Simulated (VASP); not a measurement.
Wanted: the native input for a VASP 6.6.1 run.

* Task: relaxation of cell and atoms
* Functional: r2SCAN
* Potentials or basis: VASP PAW PBE potentials, release 64 (Ti_sv, C)
* Cutoff: 600 eV
* k mesh: 11 × 11 × 11
* Occupations: fermi-dirac, width 0.05 eV
* Spin: no spin polarisation
* Dipole correction: no
* Further INCAR settings: ALGO = Normal; EDIFF = 1e-07; IBRION = 2; EDIFFG = -0.01; NSW = 60; ISIF = 3

The system is TiC.

```
Ti C
1.0
     0.00000    2.16572    2.16572
     2.16572    0.00000    2.16572
     2.16572    2.16572    0.00000
Ti C
1 1
Direct
  0.00000 0.00000 0.00000
  0.50000 0.50000 0.50000
```

These files were run (other wordings do the same):

POSCAR

```
TiC
1.0
    0.0000000000      2.1657188437      2.1657188437
    2.1657188437      0.0000000000      2.1657188437
    2.1657188437      2.1657188437      0.0000000000
Ti C
1 1
Direct
    0.0000000000      0.0000000000      0.0000000000
    0.5000000000      0.5000000000      0.5000000000
```

INCAR.step1

```
ALGO = Normal ; EDIFF = 1E-4
ENCUT = 600 ; GGA = PE
ISMEAR = -1 ; LASPH = True
LCHARG = False ; LREAL = False
LWAVE = True ; NELM = 80
PREC = Accurate ; SIGMA = 0.05
```

INCAR.step2

```
ALGO = Normal ; EDIFF = 1E-7
EDIFFG = -0.01 ; ENCUT = 600
IBRION = 2 ; ISIF = 3
ISMEAR = -1 ; ISTART = 1
LASPH = True ; LCHARG = False
LMIXTAU = True ; LREAL = False
LWAVE = False ; METAGGA = R2SCAN
NELM = 80 ; NSW = 60
PREC = Accurate ; SIGMA = 0.05
```

KPOINTS

```
k-points
0
Gamma
  11 11 11
```

Potentials or basis: VASP PAW PBE potentials, release 64 (Ti_sv, C).

Run with:

```console
$ cat potpaw_PBE.64/Ti_sv/POTCAR potpaw_PBE.64/C/POTCAR > POTCAR
$ cp INCAR.step1 INCAR
$ mpirun -np 1 vasp_std > vasp.out
$ cp INCAR.step2 INCAR
$ mpirun -np 1 vasp_std > vasp.out
```

Results of the run:

```yaml
Relaxed_volume: 10.17 Å³/atom
Relaxed_cell: a = 3.064 Å, b = 3.064 Å, c = 3.064 Å, α = 60.00°, β = 60.00°, γ = 60.00°
Space_group_after_relaxing_to_0.05_Å: Fm-3m (No. 225)
Energy_gained_by_relaxing: 0.0 meV/atom
Ionic_steps: 3
Pressure_after_relaxing: 0.0 GPa
Band_gap_on_the_k_mesh: zero (band 8 reaches 10.34 eV, above the bottom of band 9 at 9.01 eV)
```

Caveat: the PAW data sets were made with another functional, which shifts forces and pressure a little.

It took 5.1 min on 1 thread of AMD EPYC 7R43 64-Core Processor (Zen 3), with other jobs on the host, peak memory 0.12 GiB.
